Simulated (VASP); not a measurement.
# Hf (Fm-3m) in VASP: further runs

The runs below take Hf through single point, with PBEsol.

Program: VASP 6.6.1. These are calculated values, not measurements. Logs are shortened: lines on timing, memory, paths and dates and some standing lists are left out, and cuts for length are marked.

### 1 The cell of the first run

The structure is cubic, space group Fm-3m (No. 225). The conventional cell has a = 4.262 Å, b = 4.262 Å, c = 4.262 Å, α = 90.00°, β = 90.00°, γ = 90.00°. Within 4.0 Å of Hf (site symmetry m-3m) lie 12 Hf at 3.01 Å.

This isn't the form of Hf at room conditions, which is hcp.

### 2 Single point, PBEsol (strain -0.040 along x and y, -0.040 along z)

Input file INCAR:

```
PREC = Accurate
ENCUT = 520
EDIFF = 1E-7
ISMEAR = 0
SIGMA = 0.15
LREAL = F
LASPH = T
NELM = 60
ALGO = Normal
ISIF = 2
LWAVE = F
LCHARG = F
GGA = PS
NBANDS = 11
```

Input file KPOINTS:

```
Automatic mesh
0
Gamma
  18 18 18
```

Input file POSCAR:

```
Hf
1.0
    0.0000000000      2.1312000000      2.1312000000
    2.1312000000      0.0000000000      2.1312000000
    2.1312000000      2.1312000000      0.0000000000
Hf
1
Direct
    0.0000000000      0.0000000000      0.0000000000
```

Potentials or basis: VASP PAW PBE potentials, release 64 (Hf_pv).

On the command line:

```
$ cat potpaw_PBE.64/Hf_pv/POTCAR > POTCAR
$ mpirun -np 1 vasp_std > vasp.out
```

OUTCAR:

```text
PREC = Accurate
   ENCUT = 520
   EDIFF = 1E-7
   ISMEAR = 0
   LREAL = F
   LASPH = T
   NELM = 60
   ISIF = 2
   GGA = PS

 ion  position               nearest neighbor table
   1  0.000  0.000  0.000-

  LATTYP: Found a face centered cubic cell.
 ALAT       =     4.2624000000

  Lattice vectors:

 A1 = (   0.0000000000,   2.1312000000,   2.1312000000)
 A2 = (   2.1312000000,   0.0000000000,   2.1312000000)
 A3 = (   2.1312000000,   2.1312000000,   0.0000000000)

Analysis of symmetry for initial positions (statically):
=====================================================================
 Subroutine PRICEL returns:
 Original cell was already a primitive cell.

 Routine SETGRP: Setting up the symmetry group for a
 face centered cubic supercell.

 Subroutine GETGRP returns: Found 48 space group operations
 (whereof 48 operations were pure point group operations)
 out of a pool of 48 trial point group operations.

The static configuration has the point symmetry O_h .

Analysis of symmetry for dynamics (positions and initial velocities):
=====================================================================
 Subroutine PRICEL returns:
 Original cell was already a primitive cell.

 Routine SETGRP: Setting up the symmetry group for a
 face centered cubic supercell.

 Subroutine GETGRP returns: Found 48 space group operations
 (whereof 48 operations were pure point group operations)
 out of a pool of 48 trial point group operations.

The dynamic configuration has the point symmetry O_h .

 Subroutine INISYM returns: Found 48 space group operations
 (whereof 48 operations are pure point group operations),
 and found     1 'primitive' translations

----------------------------------------------------------------------------------------

                                     Primitive cell

  volume of cell :      19.3599

  direct lattice vectors                    reciprocal lattice vectors
     0.000000000  2.131200000  2.131200000    -0.234609610  0.234609610  0.234609610
     2.131200000  0.000000000  2.131200000     0.234609610 -0.234609610  0.234609610
     2.131200000  2.131200000  0.000000000     0.234609610  0.234609610 -0.234609610

  length of vectors
     3.013971944  3.013971944  3.013971944     0.406355764  0.406355764  0.406355764

  position of ions in fractional coordinates (direct lattice)
     0.000000000  0.000000000  0.000000000

  ion indices of the primitive-cell ions
   primitive index   ion index
                 1           1

----------------------------------------------------------------------------------------

 KPOINTS: Automatic mesh

Automatic generation of k-mesh.
 Grid dimensions read from file:
 generate k-points for:   18   18   18

 Generating k-lattice:

  Cartesian coordinates                     Fractional coordinates (reciprocal lattice)
    -0.013033867  0.013033867  0.013033867     0.055555556  0.000000000  0.000000000
     0.013033867 -0.013033867  0.013033867     0.000000000  0.055555556  0.000000000
     0.013033867  0.013033867 -0.013033867     0.000000000  0.000000000  0.055555556

  Length of vectors
     0.022575320  0.022575320  0.022575320

  Shift w.r.t. Gamma in fractional coordinates (k-lattice)
     0.000000000  0.000000000  0.000000000

 Subroutine IBZKPT returns following result:
 ===========================================

 Found    195 irreducible k-points:

 Following reciprocal coordinates:
            Coordinates               Weight
  0.000000  0.000000  0.000000      1.000000
  0.055556  0.000000  0.000000      8.000000
  0.111111  0.000000  0.000000      8.000000
  0.166667  0.000000  0.000000      8.000000
  0.222222  0.000000  0.000000      8.000000
  0.277778  0.000000  0.000000      8.000000
[... 16 lines left out ...]
 -0.277778  0.055556  0.000000     24.000000
 -0.222222  0.055556  0.000000     24.000000
 [... further k-points ...]
   k-points           NKPTS =    195   k-points in BZ     NKDIM =    195   number of bands    NBANDS=     11
   number of dos      NEDOS =    301   number of ions     NIONS =      1
   total plane-waves  NPLWV =  13824
   dimension x,y,z NGX =    24 NGY =   24 NGZ =   24
   dimension x,y,z NGXF=    48 NGYF=   48 NGZF=   48
   ions per type =               1
   NGX,Y,Z   is equivalent  to a cutoff of  13.24, 13.24, 13.24 a.u.
   NGXF,Y,Z  is equivalent  to a cutoff of  26.48, 26.48, 26.48 a.u.
 SYSTEM =  unknown system
   PREC   = accura    normal or accurate (medium, high low for compatibility)
   ISTART =      0    job   : 0-new  1-cont  2-samecut
   ICHARG =      2    charge: 1-file 2-atom 10-const
   ISPIN  =      1    spin polarized calculation?
   LNONCOLLINEAR =      F non collinear calculations
   LSORBIT =      F    spin-orbit coupling
   LASPH  =      T    aspherical Exc in radial PAW
   ENCUT  =  520.0 eV  38.22 Ry    6.18 a.u.   5.60  5.60  5.60*2*pi/ulx,y,z
   NELM   =     60;   NELMIN=  2; NELMDL= -5     # of ELM steps
   EDIFF  = 0.1E-06   stopping-criterion for ELM
   LREAL  =      F    real-space projection
   EDIFFG = 0.1E-05   stopping-criterion for IOM
   NSW    =      0    number of steps for IOM
   IBRION =     -1    ionic relax: 0-MD 1-quasi-New 2-CG
   NFREE  =      0    steps in history (QN), initial steepest desc. (CG)
   ISIF   =      2    stress and relaxation
   ISYM   =      2    0-nonsym 1-usesym 2-fastsym
   POTIM  = 0.5000    time-step for ionic-motion
   TEBEG  =    0.0;   TEEND  =   0.0 temperature during run
   PSTRESS=    0.0 pullay stress
   NELECT =      10.0000    total number of electrons
   NUPDOWN=      -1.0000    fix difference up-down
   EMIN   =  10.00;   EMAX   =-10.00  energy-range for DOS
   EFERMI =   0.00;   METHOD = LEGACY
   ISMEAR =     0;   SIGMA  =   0.15  broadening in eV -4-tet -1-fermi 0-gaus
   EFERMI_NEDOS =   21; number of points for ismear=-14 and -15
   IALGO  =     38    algorithm
   IMIX   =      4    mixing-type and parameters
     AMIX     =   0.40;   BMIX     =  1.00
     AMIX_MAG =   1.60;   BMIX_MAG =  1.00
  volume/ion in A,a.u.               =      19.36       130.65
  Fermi-wavevector in a.u.,A,eV,Ry     =   1.313532  2.482215 23.475030  1.725366
  Thomas-Fermi vector in A             =   2.443848
   LORBIT       =      0    0 simple, 1 ext, 2 COOP (PROOUT), +10 PAW based schemes
   GGA     = PS    functional components
   LHFCALC =     F    Hartree Fock is set to
   AEXX    =    0.0000 exact exchange contribution
   IVDW    =     0    specifies the selected vdW correction
   LEPSILON=     F    determine dielectric tensor
   LRPA    =     F    only Hartree local field effects (RPA)
 non-spin polarized calculation
 Gauss-broadening in eV      SIGMA  =   0.15
  energy-cutoff  :      520.00
  volume of cell :       19.36
 maximum number of plane-waves:       544
   NGX = 11   NGY = 11   NGZ = 11

 number of electron      10.0000000 magnetization

 number of electron       9.9999999 magnetization

 Free energy of the ion-electron system (eV)
  ---------------------------------------------------
  ext. energy  EPLUGINS =         0.00000000
  ---------------------------------------------------
  free energy    TOTEN  =       -10.35837146 eV

  energy without entropy =      -10.34545828  energy(sigma->0) =      -10.35191487

 E-fermi :   5.6394     XC(G=0): -12.0716

 val. band max:        5.6393863966   @ k =  -0.2778   0.2222   0.0556
 cond. band min:       5.6413931600   @ k =  -0.1667   0.1111   0.0000
 fundamental gap:      0.0020067634
 Fermi energy:         5.6394029339

 k-point     1 :       0.0000    0.0000    0.0000
  band No.  band energies     occupation
      1     -23.8022      2.00000
      2     -23.8022      2.00000
      3     -23.8022      2.00000
      4      -2.0633      2.00000
      5       7.0563      0.00000
      6       7.0563      0.00000
      7       7.0563      0.00000
      8      10.4012      0.00000
      9      10.4012      0.00000
     10      17.4857      0.00000
     11      19.1625      0.00000

 k-point     2 :       0.0556    0.0000    0.0000
  band No.  band energies     occupation
      1     -23.8459      2.00000
      2     -23.8074      2.00000
      3     -23.8074      2.00000
      4      -1.9331      2.00000
      5       6.9228      0.00000
      6       7.1191      0.00000
      7       7.1191      0.00000
      8      10.3245      0.00000
      9      10.3245      0.00000
     10      17.7772      0.00000
     11      19.1620      0.00000

 k-point     3 :       0.1111    0.0000    0.0000
  band No.  band energies     occupation
      1     -23.9702      2.00000
      2     -23.8224      2.00000
      3     -23.8224      2.00000
      4      -1.5569      2.00000
      5       6.5809      0.00000
      6       7.2828      0.00000
      7       7.2828      0.00000
      8      10.1491      0.00000
      9      10.1491      0.00000
     10      18.5330      0.00000
     11      19.1601      0.00000

 k-point     4 :       0.1667    0.0000    0.0000
  band No.  band energies     occupation
      1     -24.1562      2.00000
      2     -23.8454      2.00000
      3     -23.8454      2.00000
      4      -0.9782      2.00000
      5       6.1614      0.00000
      6       7.4603      0.00000
      7       7.4603      0.00000
      8      10.0282      0.00000
      9      10.0282      0.00000
     10      18.8783      0.00000
     11      19.1713      0.00000
[... 239 lines left out ...]
 k-point    22 :      -0.3333    0.0556    0.0000
  band No.  band energies     occupation
      1     -24.8653      2.00000
      2     -23.9829      2.00000
      3     -23.9288      2.00000
      4       1.2627      2.00000
      5       5.7753      0.20009
      6       6.9584      0.00000
      7       7.1640      0.00000
      8      11.1255      0.00000
      9      12.2102      0.00000
     10      16.9180      0.00000
     11      19.1516      0.00000

 k-point    23 :      -0.2778    0.0556    0.0000
  band No.  band energies     occupation
      1     -24.6752      2.00000
      2     -23.9584      2.00000
      3     -23.8992      2.00000
      4       0.7572      2.00000
      5       5.5635      1.52563
      6       7.1912      0.00000
      7       7.4006      0.00000
      8      10.3272      0.00000
      9      11.4747      0.00000
     10      17.4266      0.00000
     11      19.1627      0.00000

 k-point    24 :      -0.2222    0.0556    0.0000
  band No.  band energies     occupation
      1     -24.4579      2.00000
      2     -23.9278      2.00000
      3     -23.8690      2.00000
      4       0.0732      2.00000
      5       5.6426      0.97585
      6       7.4007      0.00000
      7       7.5959      0.00000
      8       9.7433      0.00000
      9      10.8508      0.00000
     10      18.1307      0.00000
     11      19.1676      0.00000

 [... further k-points ...]

------------------------ aborting loop because EDIFF is reached ----------------------------------------

  FORCE on cell =-STRESS in cart. coord.  units (eV):
  Direction    XX          YY          ZZ          XY          YZ          ZX
  --------------------------------------------------------------------------------------
  -------------------------------------------------------------------------------------
  Total        1.6376189      1.6376189      1.6376189     -0.0000000      0.0000000      0.0000000
  in kB      135.5254359    135.5254359    135.5254359     -0.0000000      0.0000000      0.0000000
  external PRESSURE =     135.5254359 kB  Pullay stress =       0.0000000 kB

 VOLUME and BASIS-vectors are now :
 -----------------------------------------------------------------------------
  energy-cutoff  :      520.00
  volume of cell :       19.36
      direct lattice vectors                 reciprocal lattice vectors
     0.000000000  2.131200000  2.131200000    -0.234609610  0.234609610  0.234609610
     2.131200000  0.000000000  2.131200000     0.234609610 -0.234609610  0.234609610
     2.131200000  2.131200000  0.000000000     0.234609610  0.234609610 -0.234609610

 POSITION                                       TOTAL-FORCE (eV/Angst)
 -----------------------------------------------------------------------------------
      0.00000      0.00000      0.00000         0.000000      0.000000      0.000000
 -----------------------------------------------------------------------------------
    total drift:                                0.000000      0.000000     -0.000000

  FREE ENERGIE OF THE ION-ELECTRON SYSTEM (eV)
  ---------------------------------------------------
  free  energy   TOTEN  =       -10.3583714553 eV

  energy  without entropy=      -10.3454582751  energy(sigma->0) =      -10.35191487
```

Wall time 9.8 s (1 thread of Intel Xeon 6975P-C (Granite Rapids), shared host); peak memory 0.17 GiB.

What came out:

* Free energy: -10.3584 eV
* Pressure: 13.6 GPa
* Band gap on the k mesh: zero (bands 5 and 6 overlap by 2.18 eV)

Levels at points of the mesh, in eV from the Fermi level:
```
           k point  band 2  band 3  band 4  band 5  band 6  band 7  band 8  band 9
(0.00, 0.00, 0.00)  -29.44  -29.44   -7.70    1.42    1.42    1.42    4.76    4.76
(0.50, 0.00, 0.00)  -29.61  -29.61   -4.10    1.13    1.13    1.18    7.35    7.35
(0.50, 0.50, 0.00)  -29.91  -29.91   -3.94   -2.72    3.43    7.37    8.14    8.14
```

Caveat: the cell differs from its parent crystal (strain -0.040 along x and y, -0.040 along z); the cell stands under pressure; the PAW data sets were made with another functional, which shifts forces and pressure a little; spin-orbit coupling is left out, which moves the levels of the heavy elements.

### 3 Single point, PBEsol (strain +0.040 along x and y, +0.040 along z)

Input file INCAR:

```
SYSTEM = Hf
  PREC = Accurate
  ENCUT = 520
  EDIFF = 1E-6
  ISMEAR = 0
  SIGMA = 0.15
  LREAL = .FALSE.
  LASPH = .TRUE.
  NELM = 60
  ALGO = Normal
  ISIF = 2
  LWAVE = .FALSE.
  LCHARG = .FALSE.
  GGA = PS
  NBANDS = 11
```

Input file KPOINTS:

```
regular mesh
0
G
  18 18 18
  0 0 0
```

Input file POSCAR:

```
Hf
1.0
    0.0000000000      2.3088000000      2.3088000000
    2.3088000000      0.0000000000      2.3088000000
    2.3088000000      2.3088000000      0.0000000000
Hf
1
Direct
    0.0000000000      0.0000000000      0.0000000000
```

Potentials or basis: VASP PAW PBE potentials, release 64 (Hf_pv).

On the command line:

```
$ cat potpaw_PBE.64/Hf_pv/POTCAR > POTCAR
$ mpirun -np 1 vasp_std > vasp.out
```

Run time: 10 s. Hardware: 1 thread of Intel Xeon 6975P-C (Granite Rapids), shared host; peak memory 0.18 GiB.

The run converged. Its results:

```
Free energy            : -10.3162 eV
Pressure               : -11.8 GPa
Band gap on the k mesh : zero (bands 5 and 6 overlap by 1.90 eV)
```

Levels at points of the mesh, in eV from the Fermi level:
```csv
k point,band 3,band 4,band 5,band 6,band 7,band 8
"(0.00, 0.00, 0.00)",-30.33,-6.89,1.33,1.33,1.33,3.78
"(0.50, 0.00, 0.00)",-30.41,-3.39,0.34,1.14,1.14,5.65
"(0.50, 0.50, 0.00)",-30.54,-2.89,-1.82,2.09,5.64,6.19
```

Caveat: the cell differs from its parent crystal (strain +0.040 along x and y, +0.040 along z); the cell stands under tension; the PAW data sets were made with another functional, which shifts forces and pressure a little; spin-orbit coupling is left out, which moves the levels of the heavy elements.
